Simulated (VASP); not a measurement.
Here is a VASP 6.6.1 calculation.

POSCAR

```
BaTiO3
1.0
    2.8900585358      1.6685760736      2.3865393093
   -2.8900585358      1.6685760736      2.3865393093
    0.0000000000     -3.3371521473      2.3865393092
Ba Ti O
1 1 3
Direct
    0.0065653120      0.0065653120      0.0065653120
    0.5229778550      0.5229778550      0.5229778550
    0.4883008497      0.4883008497      0.9725551337
    0.4883008497      0.9725551337      0.4883008497
    0.9725551337      0.4883008497      0.4883008497
```

File INCAR.step1:

```
SYSTEM = BaTiO3
  PREC = Accurate
  ENCUT = 520
  ISMEAR = 0
  SIGMA = 0.02
  LREAL = .False.
  LASPH = .True.
  NELM = 100
  NBANDS = 28
  GGA = PE
  ALGO = Normal
  EDIFF = 1E-4
  LWAVE = .True.
  LCHARG = .False.
```

File INCAR.step2:

```
SYSTEM = BaTiO3
  PREC = Accurate
  ENCUT = 520
  EDIFF = 1E-7
  ISMEAR = 0
  SIGMA = 0.02
  LREAL = .False.
  LASPH = .True.
  NELM = 100
  ALGO = Normal
  ISIF = 2
  LWAVE = .False.
  LCHARG = .False.
  METAGGA = R2SCAN
  LMIXTAU = .True.
  NBANDS = 28
  ISTART = 1
```

File KPOINTS:

```
regular mesh
0
Gamma
  6 6 6
  0 0 0
```

Potentials or basis: VASP PAW PBE potentials, release 64 (Ba_sv, Ti_sv, O).

The run is started by

```bash
$ cat potpaw_PBE.64/Ba_sv/POTCAR potpaw_PBE.64/Ti_sv/POTCAR potpaw_PBE.64/O/POTCAR > POTCAR
$ cp INCAR.step1 INCAR
$ mpirun -np 1 vasp_std > vasp.out
$ cp INCAR.step2 INCAR
$ mpirun -np 1 vasp_std > vasp.out
```

Q: What does it give for the band gap on the k mesh?

A: 3.18 eV, indirect (least direct gap 3.77 eV).

Q: Predict the pressure.

A: -3.9 GPa.

Forces in eV/Å, atoms in the order of the input:
```
Ba   0.000  0.000 -0.028
Ti   0.000  0.000 -0.202
O    0.000 -0.104  0.076
O   -0.090  0.052  0.076
O    0.090  0.052  0.076
```

Caveat: the PAW data sets were made with another functional, which shifts forces and pressure a little; spin-orbit coupling is left out, which moves the levels of the heavy elements. A k mesh can miss the band edges.
